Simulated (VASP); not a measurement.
# CdS (P6_3mc) in VASP: further runs

Aim: see how the results for CdS move with the level of theory and the settings. Levels: B3LYP, PBE, PBE0. Tasks: single point, relaxation of shape and atoms at fixed volume.

Everything below comes from runs of VASP 6.6.1. Logs are shortened: lines on timing, memory, paths and dates and some standing lists are left out, and cuts for length are marked.

**1. The cell of the first run**

The structure is hexagonal, space group P6_3mc (No. 186). Conventional cell: a = 4.144 Å, b = 4.144 Å, c = 6.719 Å, α = 90.00°, β = 90.00°, γ = 120.00°. Within 3.3 Å of Cd (site symmetry 3m) lie 4 S at 2.53 Å. Within 3.3 Å of S (site symmetry 3m) lie 4 Cd at 2.53 Å.

**2. Single point, B3LYP**

POSCAR reads:

```
CdS
1.0
    4.1439852007      0.0000000000      0.0000000000
   -2.0719926003      3.5887964567      0.0000000000
    0.0000000000      0.0000000000      6.7191125289
Cd S
2 2
Direct
    0.3333333333      0.6666666667      0.0038915077
    0.6666666667      0.3333333333      0.5038915077
    0.3333333333      0.6666666667      0.3811084923
    0.6666666667      0.3333333333      0.8811084923
```

INCAR.step1 reads:

```
SYSTEM = CdS
  ALGO = Normal
  EDIFF = 1E-5
  ENCUT = 520
  GGA = PE
  ISIF = 2
  ISMEAR = 0
  LASPH = .TRUE.
  LREAL = .FALSE.
  LWAVE = .TRUE.
  NBANDS = 26
  NELM = 100
  PREC = Accurate
  SIGMA = 0.05
```

INCAR.step2 reads:

```
SYSTEM = CdS
  AEXX = 0.2
  AGGAC = 0.81
  AGGAX = 0.72
  ALDAC = 0.19
  ALGO = Normal
  EDIFF = 1E-6
  ENCUT = 520
  GGA = B3
  ISIF = 2
  ISMEAR = 0
  ISTART = 1
  LASPH = .TRUE.
  LCHARG = .TRUE.
  LELF = .TRUE.
  LHFCALC = .TRUE.
  LREAL = .FALSE.
  LVHAR = .TRUE.
  LWAVE = .FALSE.
  NBANDS = 26
  NELM = 100
  PREC = Accurate
  PRECFOCK = Normal
  SIGMA = 0.05
```

KPOINTS reads:

```
k-points
0
G
  4 4 2
  0 0 0
```

Potentials or basis: VASP PAW PBE potentials, release 64 (Cd, S).

Launch:

```sh
$ cat potpaw_PBE.64/Cd/POTCAR potpaw_PBE.64/S/POTCAR > POTCAR
$ cp INCAR.step1 INCAR
$ mpirun -np 1 vasp_std > vasp.out
$ cp INCAR.step2 INCAR
$ mpirun -np 1 vasp_std > vasp.out
```

OUTCAR:

```text
SYSTEM = CdS
   AEXX = 0.2
   EDIFF = 1E-6
   ENCUT = 520
   GGA = B3
   ISIF = 2
   ISMEAR = 0
   ISTART = 1
   LASPH = .TRUE.
   LHFCALC = .TRUE.
   LREAL = .FALSE.
   NELM = 100
   PREC = Accurate
   PRECFOCK = Normal

 ion  position               nearest neighbor table
   1  0.333  0.667  0.004-   4 2.53   4 2.53   4 2.53   3 2.53
   2  0.667  0.333  0.504-   3 2.53   3 2.53   3 2.53   4 2.53
   3  0.333  0.667  0.381-   2 2.53   2 2.53   2 2.53   1 2.53
   4  0.667  0.333  0.881-   1 2.53   1 2.53   1 2.53   2 2.53

  LATTYP: Found a hexagonal cell.
 ALAT       =     4.1439852007
 C/A-ratio  =     1.6214132540

  Lattice vectors:

 A1 = (   4.1439852007,   0.0000000000,   0.0000000000)
 A2 = (  -2.0719926003,   3.5887964567,   0.0000000000)
 A3 = (   0.0000000000,   0.0000000000,   6.7191125289)

Analysis of symmetry for initial positions (statically):
=====================================================================
 Subroutine PRICEL returns:
 Original cell was already a primitive cell.

 Routine SETGRP: Setting up the symmetry group for a
 hexagonal supercell.

 Subroutine GETGRP returns: Found 12 space group operations
 (whereof  6 operations were pure point group operations)
 out of a pool of 24 trial point group operations.

The static configuration has the point symmetry C_3v.
 The point group associated with its full space group is C_6v.

Analysis of symmetry for dynamics (positions and initial velocities):
=====================================================================
 Subroutine PRICEL returns:
 Original cell was already a primitive cell.

 Routine SETGRP: Setting up the symmetry group for a
 hexagonal supercell.

 Subroutine GETGRP returns: Found 12 space group operations
 (whereof  6 operations were pure point group operations)
 out of a pool of 24 trial point group operations.

The dynamic configuration has the point symmetry C_3v.
 The point group associated with its full space group is C_6v.

 Subroutine INISYM returns: Found 12 space group operations
 (whereof  6 operations are pure point group operations),
 and found     1 'primitive' translations

----------------------------------------------------------------------------------------

                                     Primitive cell

  volume of cell :      99.9261

  direct lattice vectors                    reciprocal lattice vectors
     4.143985201  0.000000000  0.000000000     0.241313603  0.139322474  0.000000000
    -2.071992600  3.588796457  0.000000000     0.000000000  0.278644947  0.000000000
     0.000000000  0.000000000  6.719112529     0.000000000  0.000000000  0.148829179

  length of vectors
     4.143985201  4.143985201  6.719112529     0.278644947  0.278644947  0.148829179

  position of ions in fractional coordinates (direct lattice)
     0.333333333  0.666666667  0.003891508
     0.666666667  0.333333333  0.503891508
     0.333333333  0.666666667  0.381108492
     0.666666667  0.333333333  0.881108492

  ion indices of the primitive-cell ions
   primitive index   ion index
                 1           1
                 2           2
                 3           3
                 4           4

----------------------------------------------------------------------------------------

 KPOINTS: k-points

Automatic generation of k-mesh.
 Grid dimensions read from file:
 generate k-points for:    4    4    2

 Generating k-lattice:

  Cartesian coordinates                     Fractional coordinates (reciprocal lattice)
     0.060328401  0.034830618  0.000000000     0.250000000  0.000000000  0.000000000
     0.000000000  0.069661237  0.000000000     0.000000000  0.250000000  0.000000000
     0.000000000  0.000000000  0.074414589     0.000000000  0.000000000  0.500000000

  Length of vectors
     0.069661237  0.069661237  0.074414589

  Shift w.r.t. Gamma in fractional coordinates (k-lattice)
     0.000000000  0.000000000  0.000000000

 Subroutine IBZKPT returns following result:
 ===========================================

 Found      8 irreducible k-points:

 Following reciprocal coordinates:
            Coordinates               Weight
  0.000000  0.000000  0.000000      1.000000
  0.250000  0.000000  0.000000      6.000000
  0.500000  0.000000  0.000000      3.000000
  0.250000  0.250000  0.000000      6.000000
  0.000000  0.000000  0.500000      1.000000
  0.250000  0.000000  0.500000      6.000000
  0.500000  0.000000  0.500000      3.000000
  0.250000  0.250000  0.500000      6.000000
   k-points           NKPTS =      8   k-points in BZ     NKDIM =     32   number of bands    NBANDS=     26
   number of dos      NEDOS =    301   number of ions     NIONS =      4
   total plane-waves  NPLWV =  51200
   dimension x,y,z NGX =    32 NGY =   32 NGZ =   50
   dimension x,y,z NGXF=    64 NGYF=   64 NGZF=  100
   ions per type =               2   2
   NGX,Y,Z   is equivalent  to a cutoff of  12.84, 12.84, 12.37 a.u.
   NGXF,Y,Z  is equivalent  to a cutoff of  25.68, 25.68, 24.74 a.u.
 SYSTEM =  CdS
   PREC   = accura    normal or accurate (medium, high low for compatibility)
   ISTART =      1    job   : 0-new  1-cont  2-samecut
   ICHARG =      0    charge: 1-file 2-atom 10-const
   ISPIN  =      1    spin polarized calculation?
   LNONCOLLINEAR =      F non collinear calculations
   LSORBIT =      F    spin-orbit coupling
   LASPH  =      T    aspherical Exc in radial PAW
   ENCUT  =  520.0 eV  38.22 Ry    6.18 a.u.   7.71  7.71 12.49*2*pi/ulx,y,z
   NELM   =    100;   NELMIN=  2; NELMDL=  0     # of ELM steps
   EDIFF  = 0.1E-05   stopping-criterion for ELM
   LREAL  =      F    real-space projection
   EDIFFG = 0.1E-04   stopping-criterion for IOM
   NSW    =      0    number of steps for IOM
   IBRION =     -1    ionic relax: 0-MD 1-quasi-New 2-CG
   NFREE  =      0    steps in history (QN), initial steepest desc. (CG)
   ISIF   =      2    stress and relaxation
   ISYM   =      3    0-nonsym 1-usesym 2-fastsym
   POTIM  = 0.5000    time-step for ionic-motion
   TEBEG  =    0.0;   TEEND  =   0.0 temperature during run
   PSTRESS=    0.0 pullay stress
   NELECT =      36.0000    total number of electrons
   NUPDOWN=      -1.0000    fix difference up-down
   EMIN   =  10.00;   EMAX   =-10.00  energy-range for DOS
   EFERMI =   0.00;   METHOD = LEGACY
   ISMEAR =     0;   SIGMA  =   0.05  broadening in eV -4-tet -1-fermi 0-gaus
   EFERMI_NEDOS =   21; number of points for ismear=-14 and -15
   IALGO  =     38    algorithm
   IMIX   =      1    mixing-type and parameters
     AMIX     =   0.40;   BMIX     =  1.00
     AMIX_MAG =   1.60;   BMIX_MAG =  1.00
  volume/ion in A,a.u.               =      24.98       168.58
  Fermi-wavevector in a.u.,A,eV,Ry     =   1.164884  2.201312 18.462490  1.356955
  Thomas-Fermi vector in A             =   2.301417
   LORBIT       =      0    0 simple, 1 ext, 2 COOP (PROOUT), +10 PAW based schemes
   GGA     = B3    functional components
   LHFCALC =     T    Hartree Fock is set to
   PRECFOCK=normal    Normal, Fast or Accurate (Low or Medium for compatibility)
   ENCUT4O =  -1.0   cutoff for four orbital integrals eV
   NKREDX  =     1    reduce k-point grid by
   NKREDY  =     1    reduce k-point grid by
   NKREDZ  =     1    reduce k-point grid by
   AEXX    =    0.2000 exact exchange contribution
   HFSCREEN=    0.0000 screening length (either q_TF or 0.3 A-1)
   HFSCREENC=   0.0000 screening length for correlation (either q_TF or 0.3 A-1)
   ENCUTFOCK=  -1.0 apply spherical cutoff to Coloumb kernel
   IVDW    =     0    specifies the selected vdW correction
   LEPSILON=     F    determine dielectric tensor
   LRPA    =     F    only Hartree local field effects (RPA)
 non-spin polarized calculation
 Gauss-broadening in eV      SIGMA  =   0.05
  energy-cutoff  :      520.00
  volume of cell :       99.93
 maximum number of plane-waves:      2719
 NGX is ok and might be reduce to    32
  NGX = 24; NGY = 24; NGZ = 40

 number of electron      36.0000000 magnetization

 Free energy of the ion-electron system (eV)
  ---------------------------------------------------
  ext. energy  EPLUGINS =         0.00000000
  ---------------------------------------------------
  free energy    TOTEN  =       -13.87047270 eV

  energy without entropy =      -13.87047270  energy(sigma->0) =      -13.87047270

 E-fermi :   0.8970     XC(G=0):  -7.3029

 val. band max:        0.6103816254   @ k =   0.0000   0.0000   0.0000
 cond. band min:       3.1786250629   @ k =   0.0000   0.0000   0.0000
 fundamental gap:      2.5682434375
 Fermi energy:         0.8969770694

 k-point     1 :       0.0000    0.0000    0.0000
  band No.  band energies     occupation
      1     -12.6989      2.00000
      2     -12.2547      2.00000
      3      -8.0606      2.00000
      4      -8.0537      2.00000
      5      -8.0537      2.00000
      6      -7.9700      2.00000
[... 18 lines left out ...]
     25       9.7932      0.00000
     26       9.9602      0.00000

 k-point     2 :       0.2500    0.0000    0.0000
  band No.  band energies     occupation
      1     -12.4983      2.00000
      2     -12.1762      2.00000
      3      -7.9999      2.00000
      4      -7.9851      2.00000
      5      -7.8919      2.00000
      6      -7.8655      2.00000
[... 18 lines left out ...]
     25      10.2271      0.00000
     26      10.7508      0.00000

 k-point     3 :       0.5000    0.0000    0.0000
  band No.  band energies     occupation
      1     -12.2670      2.00000
      2     -12.1294      2.00000
      3      -7.9578      2.00000
      4      -7.9420      2.00000
      5      -7.7654      2.00000
      6      -7.7547      2.00000
[... 108 lines left out ...]
 k-point     7 :       0.5000    0.0000    0.5000
  band No.  band energies     occupation
      1     -12.1864      2.00000
      2     -12.1864      2.00000
      3      -7.9253      2.00000
      4      -7.9253      2.00000
      5      -7.8490      2.00000
      6      -7.8490      2.00000
[... 18 lines left out ...]
     25      10.6745      0.00000
     26      10.6745      0.00000

 k-point     8 :       0.2500    0.2500    0.5000
  band No.  band energies     occupation
      1     -12.1877      2.00000
      2     -12.1877      2.00000
      3      -7.8956      2.00000
      4      -7.8956      2.00000
      5      -7.8594      2.00000
      6      -7.8594      2.00000
[... 18 lines left out ...]
     25      10.5047      0.00000
     26      10.5047      0.00000

------------------------ aborting loop because EDIFF is reached ----------------------------------------

  FORCE on cell =-STRESS in cart. coord.  units (eV):
  Direction    XX          YY          ZZ          XY          YZ          ZX
  --------------------------------------------------------------------------------------
  -------------------------------------------------------------------------------------
  Total        2.6347849      2.6347849      2.7038191      0.0000000      0.0000000     -0.0000000
  in kB       42.2451461     42.2451461     43.3520145      0.0000000      0.0000000     -0.0000000
  external PRESSURE =      42.6141022 kB  Pullay stress =       0.0000000 kB

 VOLUME and BASIS-vectors are now :
 -----------------------------------------------------------------------------
  energy-cutoff  :      520.00
  volume of cell :       99.93
      direct lattice vectors                 reciprocal lattice vectors
     4.143985201  0.000000000  0.000000000     0.241313603  0.139322474  0.000000000
    -2.071992600  3.588796457  0.000000000     0.000000000  0.278644947  0.000000000
     0.000000000  0.000000000  6.719112529     0.000000000  0.000000000  0.148829179

 POSITION                                       TOTAL-FORCE (eV/Angst)
 -----------------------------------------------------------------------------------
     -0.00000      2.39253      0.02615         0.000000      0.000000      0.011091
      2.07199      1.19627      3.38570        -0.000000      0.000000      0.011091
     -0.00000      2.39253      2.56071        -0.000000      0.000000     -0.011091
      2.07199      1.19627      5.92027         0.000000     -0.000000     -0.011091
 -----------------------------------------------------------------------------------
    total drift:                               -0.000000     -0.000000      0.000145

  FREE ENERGIE OF THE ION-ELECTRON SYSTEM (eV)
  ---------------------------------------------------
  free  energy   TOTEN  =       -13.8704727048 eV

  energy  without entropy=      -13.8704727048  energy(sigma->0) =      -13.87047270
```

Run time: 15 min. Hardware: 1 thread of Intel Xeon Platinum 8259CL at 2.50GHz (Skylake/Cascade Lake), shared host; peak memory 0.25 GiB.

Results:

- Free energy: -13.8705 eV
- Pressure: 4.3 GPa
- Largest force: 0.011 eV/Å
- Band gap on the k mesh: 2.57 eV, direct

Forces in eV/Å, atoms in the order of the input:
```
Cd   0.000  0.000  0.011
Cd   0.000  0.000  0.011
S    0.000  0.000 -0.011
S    0.000  0.000 -0.011
```

Stress tensor (GPa, compression positive):
```
4.22 0.00 0.00
0.00 4.22 0.00
0.00 0.00 4.34
```

Caveat: the k points lie up to 0.47 Å⁻¹ apart; the PAW data sets were made with another functional, which shifts forces and pressure a little.

**3. Relaxation of shape and atoms at fixed volume, PBE**

INCAR reads:

```
SYSTEM = CdS
PREC = Accurate
ENCUT = 600
EDIFF = 1E-7
ISMEAR = 0
SIGMA = 0.05
LREAL = .False.
LASPH = .True.
NELM = 60
ALGO = Normal
ISIF = 4
LWAVE = .False.
LCHARG = .False.
GGA = PE
IBRION = 2
NSW = 60
EDIFFG = -0.015
```

KPOINTS reads:

```
regular mesh
0
Gamma
  6 6 4
  0 0 0
```

POSCAR reads:

```
CdS
1.0
    4.1347992987      0.0000000000      0.0000000000
   -2.0673996493      3.5808412323      0.0000000000
    0.0000000000      0.0000000000      6.7490001555
Cd S
2 2
Direct
    0.3333333333      0.6666666667      0.0000000000
    0.6666666667      0.3333333333      0.5000000000
    0.3333333333      0.6666666667      0.3850000000
    0.6666666667      0.3333333333      0.8850000000
```

Potentials or basis: VASP PAW PBE potentials, release 64 (Cd, S).

Launch:

```sh
$ cat potpaw_PBE.64/Cd/POTCAR potpaw_PBE.64/S/POTCAR > POTCAR
$ mpirun -np 1 vasp_std > vasp.out
```

Wall time 6.9 min (1 thread of Oxide Virtual Turin-like, shared host); peak memory 0.24 GiB.

Results (log left out):

| Item | Value |
| --- | --- |
| Free energy | -12.2573 eV |
| Energy gained by relaxing | 4.4 meV/atom |
| Ionic steps | 7 |
| Pressure after relaxing | 2.7 GPa |
| Largest force after relaxing | 0.008 eV/Å |
| Band gap on the k mesh | 1.21 eV, direct |

Forces in eV/Å, atoms in the order of the input:
```
Cd   0.000  0.000 -0.008
Cd   0.000  0.000 -0.008
S    0.000  0.000  0.008
S    0.000  0.000  0.008
```

Stress tensor (GPa, compression positive):
```
2.71 0.00 0.00
0.00 2.71 0.00
0.00 0.00 2.82
```

The path:
```
step  energy change (eV)  largest force (eV/Å)  pressure (GPa)  volume (Å³)
   1              0.0000                0.2694            2.86        99.93
   2             -0.0155                0.0354            2.74        99.93
   3             -0.0155                0.0417            2.74        99.93
   4             -0.0161                0.0353            2.74        99.93
   5             -0.0173                0.0151            2.74        99.93
   6             -0.0175                0.0294            2.74        99.93
   7             -0.0178                0.0085            2.75        99.93
```

Final structure:
```
Cd S
1.0
     4.13977    0.00000    0.00000
    -2.06989    3.58515    0.00000
     0.00000    0.00000    6.73279
Cd S
2 2
Direct
  0.33333 0.66667 0.00433
  0.66667 0.33333 0.50433
  0.33333 0.66667 0.38067
  0.66667 0.33333 0.88067
```

Levels at points of the mesh, in eV from the valence-band top:
| k point | band 14 | band 15 | band 16 | band 17 | band 18 | band 19 | band 20 | band 21 | band 22 |
| --- | --- | --- | --- | --- | --- | --- | --- | --- | --- |
| (0.00, 0.00, 0.00) | -0.75 | -0.75 | -0.04 | 0.00 | 0.00 | 1.21 | 2.79 | 6.48 | 6.48 |
| (0.50, 0.00, 0.00) | -3.51 | -2.63 | -1.86 | -1.29 | -0.75 | 3.72 | 3.89 | 5.11 | 6.40 |
| (0.00, 0.00, 0.50) | -2.46 | -0.39 | -0.39 | -0.39 | -0.39 | 2.85 | 2.85 | 6.19 | 6.19 |
| (0.50, 0.00, 0.50) | -4.12 | -1.34 | -1.34 | -1.32 | -1.32 | 3.48 | 3.48 | 5.38 | 5.38 |

A hybrid or GW would open this gap; PBE tends to underestimate it.

**4. Single point, PBE0**

POSCAR reads:

```
CdS
1.0
    4.1439852007      0.0000000000      0.0000000000
   -2.0719926003      3.5887964567      0.0000000000
    0.0000000000      0.0000000000      6.7191125289
Cd S
2 2
Direct
    0.3333333333      0.6666666667      0.0038915077
    0.6666666667      0.3333333333      0.5038915077
    0.3333333333      0.6666666667      0.3811084923
    0.6666666667      0.3333333333      0.8811084923
```

INCAR.step1 reads:

```
ALGO = Normal
EDIFF = 1E-5
ENCUT = 520
GGA = PE
ISIF = 2
ISMEAR = 0
LASPH = T
LREAL = F
LWAVE = T
NBANDS = 26
NELM = 60
PREC = Accurate
SIGMA = 0.05
```

INCAR.step2 reads:

```
AEXX = 0.25
ALGO = Normal
EDIFF = 1E-6
ENCUT = 520
GGA = PE
ISIF = 2
ISMEAR = 0
ISTART = 1
LASPH = T
LCHARG = T
LELF = T
LHFCALC = T
LREAL = F
LVHAR = T
LWAVE = F
NBANDS = 26
NELM = 60
PREC = Accurate
PRECFOCK = Normal
SIGMA = 0.05
```

KPOINTS reads:

```
k-points
0
Gamma
  4 4 2
```

Launch:

```sh
$ cat potpaw_PBE.64/Cd/POTCAR potpaw_PBE.64/S/POTCAR > POTCAR
$ cp INCAR.step1 INCAR
$ mpirun -np 1 vasp_std > vasp.out
$ cp INCAR.step2 INCAR
$ mpirun -np 1 vasp_std > vasp.out
```

It took 34 min on 1 thread of Oxide Virtual Turin-like, shared host; peak memory 0.21 GiB.

The run converged. Its results:

```
Free energy            : -16.4056 eV
Pressure               : 1.4 GPa
Largest force          : 0.004 eV/Å
Band gap on the k mesh : 2.97 eV, direct
```

Forces in eV/Å, atoms in the order of the input:
```
Cd   0.000  0.000  0.004
Cd   0.000  0.000  0.004
S    0.000  0.000 -0.004
S    0.000  0.000 -0.004
```

Levels at points of the mesh, in eV from the valence-band top:
```tsv
k point	band 14	band 15	band 16	band 17	band 18	band 19	band 20	band 21	band 22	band 23
(0.00, 0.00, 0.00)	-0.82	-0.82	-0.03	0.00	0.00	2.97	4.60	8.37	8.37	8.75
(0.50, 0.00, 0.00)	-3.75	-2.83	-2.02	-1.38	-0.81	5.61	5.65	6.84	8.46	8.94
(0.00, 0.00, 0.50)	-2.60	-0.43	-0.43	-0.43	-0.43	4.67	4.67	8.09	8.09	8.73
(0.50, 0.00, 0.50)	-4.44	-1.45	-1.45	-1.41	-1.41	5.26	5.26	7.24	7.24	9.91
```

Caveat: the k points lie up to 0.47 Å⁻¹ apart; the PAW data sets were made with another functional, which shifts forces and pressure a little.

**5. Summary**

| task | level | cell | k mesh | cutoff (eV) | grid for exact exchange (PRECFOCK) | gap on the mesh (eV) | pressure (GPa) | largest force (eV/Å) |
| --- | --- | --- | --- | --- | --- | --- | --- | --- |
| single point | B3LYP | a = 4.144, b = 4.144, c = 6.719 Å, angles 90.0, 90.0, 120.0°, 4 atoms | 4 × 4 × 2 | 520 | Normal | 2.57 | 4.3 | 0.01 |
| relaxation of shape and atoms at fixed volume | PBE | relaxed from a = 4.135, b = 4.135, c = 6.749 Å, angles 90.0, 90.0, 120.0°, 4 atoms | 6 × 6 × 4 | 600 | - | 1.21 | 2.7 | 0.01 |
| single point | PBE0 | a = 4.144, b = 4.144, c = 6.719 Å, angles 90.0, 90.0, 120.0°, 4 atoms | 4 × 4 × 2 | 520 | Normal | 2.97 | 1.4 | - |

Alike in all rows: potentials or basis VASP PAW PBE potentials, release 64 (Cd, S); no spin polarisation; smearing gaussian 0.05 eV.

Caveats: some runs use coarse meshes; the PAW data sets were made with another functional, which shifts forces and pressure a little (some runs).

Total energies depend on the potentials used, so only differences within one code and one set of settings carry meaning.
